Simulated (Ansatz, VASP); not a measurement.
## One calculation of Rb16Li, two programs

```xyz
17
Lattice="11.1800 0.0000 0.0000 0.0000 11.1800 0.0000 0.0000 0.0000 11.1800" Properties=species:S:1:pos:R:3 pbc="T T T"
Rb   -0.3401    0.0028    0.2357
Rb    5.5121   -0.0031   -0.4542
Rb    0.2608    5.5960    0.0975
Rb   -0.3327    0.0024    5.3567
Rb    3.1362    2.5586    2.7930
Rb    5.4922    5.5830   -0.1209
Rb    5.5257   -0.0026    6.0256
Rb    8.4651    3.2521    2.7973
Rb    0.2592    5.5965    5.4933
Rb    3.1261    8.6183    2.7933
Rb    2.5340    2.6977    8.3808
Rb    5.4905    5.5837    5.7159
Rb    8.4461    7.9538    2.7968
Rb    8.4823    2.9152    8.3901
Rb    2.5362    8.4812    8.3803
Rb    8.4847    8.2579    8.3894
Li    6.9853    0.0290    2.7743
```

Alike in both runs: functional PBE; k mesh 1 × 1 × 1; occupations fermi-dirac, width 0.1 eV; no spin polarisation.

Ansatz relaxed the structure, and its values are those at the end. VASP's run is a single point on that final structure, the one shown.

|  | VASP | Ansatz |
| --- | --- | --- |
| version | VASP 6.6.1 | Ansatz 0.2.0 |
| potentials or method | VASP PAW PBE potentials, release 64 (Rb_sv, Li_sv), cutoff 520 eV | scalar-relativistic, plane waves, PAW |
| valence electrons in the cell | 147 | 147 |

|  | VASP | Ansatz | Ansatz less VASP |
| --- | --- | --- | --- |
| rms of the force components (eV/Å) | 0.005 | 0.005 | 0.0000 |

Noted on VASP's run: the cutoff is short for stress, so the pressure is rough.
